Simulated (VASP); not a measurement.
# LiOs2 (Fd-3m) in VASP: further runs

Runs on LiOs2. Level: PBE. Tasks: single point, relaxation of cell and atoms.

Everything below comes from runs of VASP 6.6.1. Logs are shortened: lines on timing, memory, paths and dates and some standing lists are left out, and cuts for length are marked.

### 1 The cell of the first run

It takes space group Fd-3m (No. 227, cubic). The conventional cell has a = 7.257 Å, b = 7.257 Å, c = 7.257 Å, α = 90.00°, β = 90.00°, γ = 90.00°. Within 4.0 Å of Li (site symmetry -43m) lie 12 Os at 3.01 Å and 4 Li at 3.14 Å. Os (site symmetry -3m) has 6 Os at 2.57 Å and 6 Li at 3.01 Å within 3.4 Å.

### 2 Single point, PBE

INCAR

```
SYSTEM = LiOs2
PREC     = Accurate       ! precision mode
ENCUT    = 520            ! plane-wave cutoff, eV
EDIFF    = 1E-6           ! SCF threshold, eV
ISMEAR   = 0              ! smearing method
SIGMA    = 0.1            ! smearing width, eV
LREAL    = .FALSE.        ! projectors in reciprocal space
LASPH    = .TRUE.         ! aspherical terms in the spheres
NELM     = 100            ! most SCF steps
ALGO     = Normal         ! electronic algorithm
ISIF     = 2              ! what is computed and relaxed
LWAVE    = .FALSE.        ! write WAVECAR
LCHARG   = .FALSE.        ! write CHGCAR
GGA      = PE             ! functional
NBANDS   = 28             ! bands
```

KPOINTS

```
Automatic mesh
0
G
  4 4 4
  0 0 0
```

POSCAR

```
LiOs2
1.0
    0.0000000000      3.6284264480      3.6284264480
    3.6284264480      0.0000000000      3.6284264480
    3.6284264480      3.6284264480      0.0000000000
Li Os
2 4
Direct
    0.0000000000      0.0000000000      0.0000000000
    0.2500000000      0.2500000000      0.2500000000
    0.6250000000      0.6250000000      0.6250000000
    0.1250000000      0.6250000000      0.6250000000
    0.6250000000      0.6250000000      0.1250000000
    0.6250000000      0.1250000000      0.6250000000
```

Potentials or basis: VASP PAW PBE potentials, release 64 (Li_sv, Os).

The run is started by

```console
> cat potpaw_PBE.64/Li_sv/POTCAR potpaw_PBE.64/Os/POTCAR > POTCAR
> mpirun -np 1 vasp_std > vasp.out
```

OUTCAR:

```text
SYSTEM = LiOs2
   PREC = Accurate
   ENCUT = 520
   EDIFF = 1E-6
   ISMEAR = 0
   LREAL = .FALSE.
   LASPH = .TRUE.
   NELM = 100
   ISIF = 2
   GGA = PE

 ion  position               nearest neighbor table
   1  0.000  0.000  0.000-
   2  0.250  0.250  0.250-
   3  0.625  0.625  0.625-   4 2.57   5 2.57   6 2.57   5 2.57   6 2.57   4 2.57
   4  0.125  0.625  0.625-   3 2.57   5 2.57   6 2.57   3 2.57   5 2.57   6 2.57
   5  0.625  0.625  0.125-   3 2.57   3 2.57   4 2.57   6 2.57   6 2.57   4 2.57
   6  0.625  0.125  0.625-   3 2.57   5 2.57   3 2.57   4 2.57   5 2.57   4 2.57

  LATTYP: Found a face centered cubic cell.
 ALAT       =     7.2568528960

  Lattice vectors:

 A1 = (   0.0000000000,   3.6284264480,   3.6284264480)
 A2 = (   3.6284264480,   0.0000000000,   3.6284264480)
 A3 = (   3.6284264480,   3.6284264480,   0.0000000000)

Analysis of symmetry for initial positions (statically):
=====================================================================
 Subroutine PRICEL returns:
 Original cell was already a primitive cell.

 Routine SETGRP: Setting up the symmetry group for a
 face centered cubic supercell.

 Subroutine GETGRP returns: Found 48 space group operations
 (whereof 24 operations were pure point group operations)
 out of a pool of 48 trial point group operations.

The static configuration has the point symmetry T_d .
 The point group associated with its full space group is O_h .

Analysis of symmetry for dynamics (positions and initial velocities):
=====================================================================
 Subroutine PRICEL returns:
 Original cell was already a primitive cell.

 Routine SETGRP: Setting up the symmetry group for a
 face centered cubic supercell.

 Subroutine GETGRP returns: Found 48 space group operations
 (whereof 24 operations were pure point group operations)
 out of a pool of 48 trial point group operations.

The dynamic configuration has the point symmetry T_d .
 The point group associated with its full space group is O_h .

 Subroutine INISYM returns: Found 48 space group operations
 (whereof 24 operations are pure point group operations),
 and found     1 'primitive' translations

[... 84 lines left out ...]
   NELM   =    100;   NELMIN=  2; NELMDL= -5     # of ELM steps
   EDIFF  = 0.1E-05   stopping-criterion for ELM
   LREAL  =      F    real-space projection
   EDIFFG = 0.1E-04   stopping-criterion for IOM
   NSW    =      0    number of steps for IOM
   IBRION =     -1    ionic relax: 0-MD 1-quasi-New 2-CG
   NFREE  =      0    steps in history (QN), initial steepest desc. (CG)
   ISIF   =      2    stress and relaxation
   ISYM   =      2    0-nonsym 1-usesym 2-fastsym
   POTIM  = 0.5000    time-step for ionic-motion
   TEBEG  =    0.0;   TEEND  =   0.0 temperature during run
   PSTRESS=    0.0 pullay stress
   NELECT =      38.0000    total number of electrons
   NUPDOWN=      -1.0000    fix difference up-down
   EMIN   =  10.00;   EMAX   =-10.00  energy-range for DOS
   EFERMI =   0.00;   METHOD = LEGACY
   ISMEAR =     0;   SIGMA  =   0.10  broadening in eV -4-tet -1-fermi 0-gaus
   EFERMI_NEDOS =   21; number of points for ismear=-14 and -15
   IALGO  =     38    algorithm
   IMIX   =      4    mixing-type and parameters
     AMIX     =   0.40;   BMIX     =  1.00
     AMIX_MAG =   1.60;   BMIX_MAG =  1.00
  volume/ion in A,a.u.               =      15.92       107.46
  Fermi-wavevector in a.u.,A,eV,Ry     =   1.203948  2.275132 19.721517  1.449491
  Thomas-Fermi vector in A             =   2.339687
   LORBIT       =      0    0 simple, 1 ext, 2 COOP (PROOUT), +10 PAW based schemes
   GGA     = PE    functional components
   LHFCALC =     F    Hartree Fock is set to
   AEXX    =    0.0000 exact exchange contribution
   IVDW    =     0    specifies the selected vdW correction
   LEPSILON=     F    determine dielectric tensor
   LRPA    =     F    only Hartree local field effects (RPA)
 non-spin polarized calculation
 Gauss-broadening in eV      SIGMA  =   0.10
  energy-cutoff  :      520.00
  volume of cell :       95.54
 maximum number of plane-waves:      2637
 NGX is ok and might be reduce to    40
   NGX = 19   NGY = 19   NGZ = 19

 number of electron      37.9999994 magnetization

 Free energy of the ion-electron system (eV)
  ---------------------------------------------------
  ext. energy  EPLUGINS =         0.00000000
  ---------------------------------------------------
  free energy    TOTEN  =       -45.67843805 eV

  energy without entropy =      -45.64855745  energy(sigma->0) =      -45.66349775

 E-fermi :   5.0677     XC(G=0): -11.3803

 val. band max:        5.0607480560   @ k =   0.2500   0.0000   0.0000
 cond. band min:       5.1413757641   @ k =  -0.2500   0.5000   0.2500
 fundamental gap:      0.0806277082
 Fermi energy:         5.0677387948

 k-point     1 :       0.0000    0.0000    0.0000
  band No.  band energies     occupation
      1     -39.9442      2.00000
      2     -39.9348      2.00000
      3      -4.4298      2.00000
      4      -1.1391      2.00000
      5      -0.9264      2.00000
      6      -0.9264      2.00000
[... 237 lines left out ...]
     27      10.7587      0.00000
     28      10.7587      0.00000

------------------------ aborting loop because EDIFF is reached ----------------------------------------

  FORCE on cell =-STRESS in cart. coord.  units (eV):
  Direction    XX          YY          ZZ          XY          YZ          ZX
  --------------------------------------------------------------------------------------
  -------------------------------------------------------------------------------------
  Total       -0.0626621     -0.0626621     -0.0626621      0.0000000      0.0000000      0.0000000
  in kB       -1.0508249     -1.0508249     -1.0508249      0.0000000      0.0000000      0.0000000
  external PRESSURE =      -1.0508249 kB  Pullay stress =       0.0000000 kB

 VOLUME and BASIS-vectors are now :
 -----------------------------------------------------------------------------
  energy-cutoff  :      520.00
  volume of cell :       95.54
      direct lattice vectors                 reciprocal lattice vectors
     0.000000000  3.628426448  3.628426448    -0.137800781  0.137800781  0.137800781
     3.628426448  0.000000000  3.628426448     0.137800781 -0.137800781  0.137800781
     3.628426448  3.628426448  0.000000000     0.137800781  0.137800781 -0.137800781

 POSITION                                       TOTAL-FORCE (eV/Angst)
 -----------------------------------------------------------------------------------
      0.00000      0.00000      0.00000        -0.000000     -0.000000     -0.000000
      1.81421      1.81421      1.81421         0.000000      0.000000      0.000000
      4.53553      4.53553      4.53553         0.000000     -0.000000     -0.000000
      4.53553      2.72132      2.72132         0.000000     -0.000000     -0.000000
      2.72132      2.72132      4.53553         0.000000     -0.000000     -0.000000
      2.72132      4.53553      2.72132         0.000000     -0.000000     -0.000000
 -----------------------------------------------------------------------------------
    total drift:                                0.000000      0.000000      0.000000

  FREE ENERGIE OF THE ION-ELECTRON SYSTEM (eV)
  ---------------------------------------------------
  free  energy   TOTEN  =       -45.6784380495 eV

  energy  without entropy=      -45.6485574467  energy(sigma->0) =      -45.66349775
```

stdout:

```text
POSCAR found type information on POSCAR LiOs
 POSCAR found :  2 types and       6 ions
 scaLAPACK will be used
 LDA part: xc-table for (Slater+PW92), standard interpolation
 POSCAR, INCAR and KPOINTS ok, starting setup
 FFT: planning ... GRIDC
 FFT: planning ... GRID_SOFT
 FFT: planning ... GRID
 WAVECAR not read
 entering main loop
```

Wall time 50 s (1 thread of Intel Xeon 8259CL, shared host); peak memory 0.24 GiB.

Results:

```yaml
Free_energy: -45.6784 eV
Band_gap_on_the_k_mesh: zero (band 19 reaches 5.86 eV, above the bottom of band 20 at 3.70 eV)
```

Caveat: the k points lie up to 0.37 Å⁻¹ apart; the cutoff is under 1.25 times the usual one of these potentials, so pressure, stress and relaxed cells hold a basis-set (Pulay) error; spin-orbit coupling is left out, which moves the levels of the heavy elements.

### 3 Single point, PBE

This run uses another cell than the first one, of 13.03 Å³/atom, 0.818 times its volume.

INCAR

```
PREC = Accurate ; ENCUT = 520
EDIFF = 1E-7 ; ISMEAR = 0
SIGMA = 0.1 ; LREAL = False
LASPH = True ; NELM = 80
ALGO = Normal ; ISIF = 2
LWAVE = False ; LCHARG = True
GGA = PE ; LELF = True
LVHAR = True ; NBANDS = 28
```

KPOINTS

```
regular mesh
0
Gamma
  6 6 6
```

POSCAR: that of step 2 with these lines changed.

```diff
@@ -2,5 +2,5 @@
 1.0
-    0.0000000000      3.6284264480      3.6284264480
-    3.6284264480      0.0000000000      3.6284264480
-    3.6284264480      3.6284264480      0.0000000000
+    0.0000000000      3.3935726503      3.3935726503
+    3.3935726503      0.0000000000      3.3935726503
+    3.3935726503      3.3935726503      0.0000000000
 Li Os
```

Potentials or basis: VASP PAW PBE potentials, release 64 (Li_sv, Os).

The run is started by

```console
> cat potpaw_PBE.64/Li_sv/POTCAR potpaw_PBE.64/Os/POTCAR > POTCAR
> mpirun -np 1 vasp_std > vasp.out
```

It took 83 s on 1 thread of Intel Xeon 8259CL, shared host; peak memory 0.21 GiB.

The run converged. Its results:

```
Free energy            : -42.7413 eV
Band gap on the k mesh : zero (band 19 reaches 8.41 eV, above the bottom of band 20 at 5.35 eV)
```

Levels at points of the mesh, in eV from the Fermi level:
| k point | band 15 | band 16 | band 17 | band 18 | band 19 | band 20 | band 21 | band 22 |
| --- | --- | --- | --- | --- | --- | --- | --- | --- |
| (0.00, 0.00, 0.00) | 0.61 | 0.66 | 0.66 | 0.66 | 1.07 | 1.07 | 1.91 | 1.91 |
| (0.50, 0.00, 0.00) | -2.83 | -2.83 | -1.99 | -1.99 | 0.45 | 0.45 | 0.47 | 1.00 |
| (0.50, 0.50, 0.00) | -2.62 | -2.62 | -2.27 | -2.27 | -1.99 | -1.99 | 0.48 | 0.48 |

Caveat: the cutoff is under 1.25 times the usual one of these potentials, so pressure, stress and relaxed cells hold a basis-set (Pulay) error; spin-orbit coupling is left out, which moves the levels of the heavy elements.

### 4 Relaxation of cell and atoms, PBE

This run uses another cell than the first one, of 13.03 Å³/atom, 0.818 times its volume.

INCAR

```
SYSTEM = LiOs2
PREC = Accurate
ENCUT = 600
EDIFF = 1E-6
ISMEAR = 0
SIGMA = 0.1
LREAL = .False.
LASPH = .True.
NELM = 60
ALGO = Normal
ISIF = 3
LWAVE = .False.
LCHARG = .False.
GGA = PE
IBRION = 2
NSW = 90
EDIFFG = -0.04
```

KPOINTS

```
Automatic mesh
0
Gamma
  4 4 4
  0 0 0
```

POSCAR is that of step 3.

The run is started by

```console
> cat potpaw_PBE.64/Li_sv/POTCAR potpaw_PBE.64/Os/POTCAR > POTCAR
> mpirun -np 1 vasp_std > vasp.out
```

It took 3.5 min on 1 thread of Intel Xeon 8259CL, shared host; peak memory 0.25 GiB.

Results (log left out):

```
Free energy                            : -45.6680 eV
Relaxed volume                         : 15.91 Å³/atom
Relaxed cell                           : a = 5.130 Å, b = 5.130 Å, c = 5.130 Å, α = 60.00°, β = 60.00°, γ = 60.00°
Space group after relaxing (to 0.05 Å) : Fd-3m (No. 227)
Energy gained by relaxing              : 452.8 meV/atom
Ionic steps                            : 5
Pressure after relaxing                : 0.1 GPa
Band gap on the k mesh                 : zero (band 19 reaches 5.86 eV, above the bottom of band 20 at 3.71 eV)
```

Step by step:
| step | energy change (eV) | largest force (eV/Å) | pressure (GPa) | volume (Å³) |
| --- | --- | --- | --- | --- |
| 1 | 0.0000 | 0.0000 | 60.02 | 78.16 |
| 2 | 4.6159 | 0.0000 | -29.67 | 147.39 |
| 3 | -2.6666 | 0.0000 | -5.37 | 98.39 |
| 4 | -2.7136 | 0.0000 | -1.42 | 96.21 |
| 5 | -2.7168 | 0.0000 | 0.06 | 95.47 |

Final structure:
```xyz
6
Lattice="0.0000 3.6275 3.6275 3.6275 0.0000 3.6275 3.6275 3.6275 0.0000" Properties=species:S:1:pos:R:3 pbc="T T T"
Li    0.0000    0.0000    0.0000
Li    1.8138    1.8138    1.8138
Os    4.5344    4.5344    4.5344
Os    4.5344    2.7206    2.7206
Os    2.7206    2.7206    4.5344
Os    2.7206    4.5344    2.7206
```

Levels at points of the mesh, in eV from the Fermi level:
| k point | band 16 | band 17 | band 18 | band 19 | band 20 | band 21 |
| --- | --- | --- | --- | --- | --- | --- |
| (0.00, 0.00, 0.00) | 0.49 | 0.49 | 0.49 | 0.79 | 0.79 | 1.86 |
| (0.50, 0.00, 0.00) | -2.18 | -1.57 | -1.57 | 0.35 | 0.39 | 0.39 |
| (0.50, 0.50, 0.00) | -2.01 | -1.78 | -1.78 | -1.37 | -1.37 | 0.40 |

Caveat: the k points lie up to 0.38 Å⁻¹ apart in the final cell; the cutoff is under 1.25 times the usual one of these potentials, so pressure, stress and relaxed cells hold a basis-set (Pulay) error; the volume moved by over 15 % at a fixed basis, so the end points are rough; spin-orbit coupling is left out, which moves the levels of the heavy elements.

### 5 Overview

| task | cell | k mesh | cutoff (eV) | gap on the mesh (eV) |
| --- | --- | --- | --- | --- |
| single point | a = 5.131 Å, angles 60.0°, 6 atoms | 4 × 4 × 4 | 520 | none |
| single point | a = 4.799 Å, angles 60.0°, 6 atoms | 6 × 6 × 6 | 520 | none |
| relaxation of cell and atoms | relaxed from a = 4.799 Å, angles 60.0°, 6 atoms | 4 × 4 × 4 | 600 | none |

Alike in all rows: level PBE; potentials or basis VASP PAW PBE potentials, release 64 (Li_sv, Os); no spin polarisation; smearing gaussian 0.1 eV.

Caveats: some runs use coarse meshes; the cutoff is under 1.25 times the usual one of these potentials, so pressure, stress and relaxed cells hold a basis-set (Pulay) error; spin-orbit coupling is left out, which moves the levels of the heavy elements; the volume moved by over 15 % at a fixed basis, so the end points are rough (some runs).

Absolute energies hang on the potentials; compare differences alone.
